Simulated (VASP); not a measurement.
Wanted: the native input for a VASP 6.6.1 run.

```yaml
Task: single point
Functional: PBEsol
Potentials_or_basis: VASP PAW PBE potentials, release 64 (Sb)
Cutoff: 520 eV
k_mesh: 16 × 16 × 16
Occupations: gaussian, width 0.15 eV
Spin: no spin polarisation
Dipole_correction: no
Further_INCAR_settings: ALGO = Normal; EDIFF = 1e-07; NBANDS = 8
```

The structure of Sb lies in POSCAR:

```
Sb
1.0
    2.9072000000      0.0000000000      0.0000000000
    0.0000000000      2.9072000000      0.0000000000
    0.0000000000      0.0000000000      3.1600000000
Sb
1
Direct
    0.0000000000      0.0000000000      0.0000000000
```

This cell differs from its parent crystal: strain -0.080 along x and y, +0.000 along z.

These files were run (other wordings do the same):

INCAR

```
SYSTEM = Sb
PREC     = Accurate       ! precision mode
ENCUT    = 520            ! plane-wave cutoff, eV
EDIFF    = 1E-7           ! SCF threshold, eV
ISMEAR   = 0              ! smearing method
SIGMA    = 0.15           ! smearing width, eV
LREAL    = .FALSE.        ! projectors in reciprocal space
LASPH    = .TRUE.         ! aspherical terms in the spheres
NELM     = 80             ! most SCF steps
ALGO     = Normal         ! electronic algorithm
ISIF     = 2              ! what is computed and relaxed
LWAVE    = .FALSE.        ! write WAVECAR
LCHARG   = .FALSE.        ! write CHGCAR
GGA      = PS             ! functional
NBANDS   = 8              ! bands
```

KPOINTS

```
Automatic mesh
0
G
  16 16 16
  0 0 0
```

Potentials or basis: VASP PAW PBE potentials, release 64 (Sb).

Run with:

```sh
$ cat potpaw_PBE.64/Sb/POTCAR > POTCAR
$ mpirun -np 1 vasp_std > vasp.out
```

It gave:

| Property | Result |
| --- | --- |
| Pressure | 6.8 GPa |

Caveat: the cell differs from its parent crystal (strain -0.080 along x and y, +0.000 along z); the PAW data sets were made with another functional, which shifts forces and pressure a little.

It took 17 s on 1 thread of Intel(R) Xeon(R) 6975P-C (Granite Rapids), on a shared host, peak memory 0.2 GiB.
